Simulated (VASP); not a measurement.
Write the native input for VASP 6.6.1 that does the following.

| Property | Result |
| --- | --- |
| Task | single point |
| Functional | PBE |
| Potentials or basis | VASP PAW PBE potentials, release 64 (Na_pv, H) |
| Cutoff | 520 eV |
| k mesh | 6 × 6 × 6 |
| Occupations | gaussian, width 0.01 eV |
| Spin | no spin polarisation |
| Dipole correction | no |
| Further INCAR settings | ALGO = Normal; EDIFF = 1e-07; NBANDS = 11 |

The structure of NaH lies in POSCAR:

```
NaH
1.0
    2.9323912064      0.0000000000      0.0000000000
    0.0000000000      2.9323912064      0.0000000000
    0.0000000000      0.0000000000      2.9323912064
Na H
1 1
Direct
    0.0000000000      0.0000000000      0.0000000000
    0.5000000000      0.5000000000      0.5000000000
```

The input as run:

INCAR

```
PREC     = Accurate       # precision mode
ENCUT    = 520            # plane-wave cutoff, eV
EDIFF    = 1E-7           # SCF threshold, eV
ISMEAR   = 0              # smearing method
SIGMA    = 0.01           # smearing width, eV
LREAL    = False          # projectors in reciprocal space
LASPH    = True           # aspherical terms in the spheres
NELM     = 100            # most SCF steps
ALGO     = Normal         # electronic algorithm
ISIF     = 2              # what is computed and relaxed
LWAVE    = False          # write WAVECAR
LCHARG   = False          # write CHGCAR
GGA      = PE             # functional
NBANDS   = 11             # bands
```

KPOINTS

```
Automatic mesh
0
Gamma
  6 6 6
```

Potentials or basis: VASP PAW PBE potentials, release 64 (Na_pv, H).

Command:

```console
$ cat potpaw_PBE.64/Na_pv/POTCAR potpaw_PBE.64/H/POTCAR > POTCAR
$ mpirun -np 1 vasp_std > vasp.out
```

It gave:

The pressure is 0.8 GPa and the band gap on the k mesh is 1.03 eV, indirect (least direct gap 4.50 eV).

Run time: 3.4 s on 1 thread of Intel(R) Xeon(R) Platinum 8375C CPU @ 2.90GHz (Ice Lake), with other jobs on the host, peak memory 0.13 GiB.
